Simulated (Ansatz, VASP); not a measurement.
## Rh: VASP beside Ansatz

POSCAR

```
Rh
1.0
    0.0000000000      1.9300732500      1.9585965000
    1.9300732500      0.0000000000      1.9585965000
    1.9300732500      1.9300732500      0.0000000000
Rh
1
Direct
    0.0000000000      0.0000000000      0.0000000000
```

File INCAR.step1:

```
SYSTEM = Rh
PREC = Accurate ; ENCUT = 520
ISMEAR = 0 ; SIGMA = 0.15
LREAL = .False. ; LASPH = .True.
NELM = 80 ; NBANDS = 14
GGA = PE ; ALGO = Normal
EDIFF = 1E-4 ; LWAVE = .True.
LCHARG = .False.
```

Contents of INCAR.step2:

```
SYSTEM = Rh
PREC = Accurate ; ENCUT = 520
EDIFF = 1E-6 ; ISMEAR = 0
SIGMA = 0.15 ; LREAL = .False.
LASPH = .True. ; NELM = 80
ALGO = Normal ; ISIF = 2
LWAVE = .False. ; LCHARG = .True.
METAGGA = R2SCAN ; LMIXTAU = .True.
LELF = .True. ; LVHAR = .True.
NBANDS = 14 ; ISTART = 1
```

File KPOINTS:

```
regular mesh
0
Gamma
  22 22 22
  0 0 0
```

Input for Ansatz:

```yaml
crystal:
  lattice:
    - [0.0, 1.93007325, 1.9585965]
    - [1.93007325, 0.0, 1.9585965]
    - [1.93007325, 1.93007325, 0.0]
  atoms:
    - { symbol: Rh, position: [0.0, 0.0, 0.0] }
basis:
  ecutwfc: 500
kpoints:
  mp_grid: { grid: [22, 22, 22] }
hamiltonian:
  xc: r2scan
scf:
  occupations: { method: gaussian, width: 0.15 }
output:
  forces: true
  stress: true
  eigenvalues: true
```

Change from the starting cell: strain +0.015 along x and y, +0.030 along z, atoms carried along.

Alike in both runs: task single point; functional r2SCAN; k mesh 22 × 22 × 22; occupations gaussian, width 0.15 eV; no spin polarisation.

|  | VASP | Ansatz |
| --- | --- | --- |
| version | VASP 6.6.1 | Ansatz 0.2.0 |
| potentials or method | VASP PAW PBE potentials, release 64 (Rh_pv), cutoff 520 eV | scalar-relativistic, plane waves, PAW |
| valence electrons in the cell | 15 | 17 |

Ansatz gave:

```
gap on the k mesh at the Fermi level (eV)                     : none
pressure (GPa)                                                : -14.8
traceless stress, the component that is largest in VASP (GPa) : -2.02
```

Problem. Estimate VASP's values.

Solution. gap on the k mesh at the Fermi level (eV): none; pressure (GPa): -13.9; traceless stress, the component that is largest in VASP (GPa): -2.03.

VASP's potentials were made for PBE, not for r2SCAN. A gap of «none» marks a metal or a gap that the smearing closes. VASP's potentials hold 15 valence electrons a cell and Ansatz's 17, so a difference there can come from the potentials and not from the codes.
